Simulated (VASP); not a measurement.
The system is Ca3MgN2.

```xyz
6
Lattice="2.7423 1.5833 3.2953 -2.7423 1.5833 3.2953 0.0000 -3.1666 3.2953" Properties=species:S:1:pos:R:3 pbc="T T T"
Ca   -1.8578    0.0000    4.9429
Ca    0.9289   -1.6089    4.9429
Ca    0.9289    1.6089    4.9429
Mg    0.0000    0.0000    0.0000
N     0.0000    0.0000    3.3115
N     0.0000    0.0000    6.5743
```

The cell was generated, and may not be a known phase.

| Item | Value |
| --- | --- |
| Program | VASP 6.6.1 |
| Task | relaxation of cell and atoms |
| Functional | PBE |
| Potentials or basis | VASP PAW PBE potentials, release 64 (Ca_sv, Mg_sv, N) |
| Cutoff | 840 eV |
| k mesh | 6 × 6 × 6 |
| Occupations | gaussian, width 0.1 eV |
| Spin | no spin polarisation |

At the start: pressure 27.5 GPa; volume 14.31 Å³/atom.

Problem. How do energy, volume and symmetry change on relaxing?

Solution. Over 15 steps the energy falls by 809.2 meV/atom and the volume is 19.72 Å³/atom (+37.8 %); space group R32 (No. 155, to 0.1 Å) before and after.

Step by step:
```
step  energy change (eV)  largest force (eV/Å)  pressure (GPa)  volume (Å³)
   1              0.0000                3.0575           27.53        85.85
   2             -3.3276                1.4356           -1.09       120.12
   3             -3.3685                1.2617           -2.91       125.63
   4             -4.0855                1.0736           -2.30       124.09
   5             -4.5755                0.8454           -0.80       121.53
   6             -4.2371                1.9762            6.23       113.89
   7             -4.6719                0.8495            1.21       119.02
   8             -4.8149                0.3200            0.01       122.24
   9             -4.8151                0.3033           -0.02       122.34
  10             -4.8306                0.1901           -0.51       122.45
  11             -4.8375                0.0919           -1.09       122.59
  12             -4.8467                0.0811           -0.76       121.18
  13             -4.8546                0.0639           -0.02       118.40
  14             -4.8546                0.0633            0.01       118.28
  15             -4.8551                0.0238            0.02       118.30
```

Final structure:
```cif
data_structure
_symmetry_space_group_name_H-M 'P 1'
_symmetry_Int_Tables_number 1
_cell_length_a 4.9144
_cell_length_b 4.9144
_cell_length_c 4.9144
_cell_angle_alpha 87.266
_cell_angle_beta 87.266
_cell_angle_gamma 87.266
_cell_volume 118.30
loop_
_atom_site_label
_atom_site_type_symbol
_atom_site_fract_x
_atom_site_fract_y
_atom_site_fract_z
_atom_site_occupancy
Ca1 Ca 0.24078 0.75922 0.50000 1
Ca2 Ca 0.50000 0.24078 0.75922 1
Ca3 Ca 0.75922 0.50000 0.24078 1
Mg1 Mg 0.00000 0.00000 0.00000 1
N1 N 0.30772 0.30772 0.30772 1
N2 N 0.69228 0.69228 0.69228 1
```

Caveat: the volume moved by over 15 % at a fixed basis, so the end points are rough.
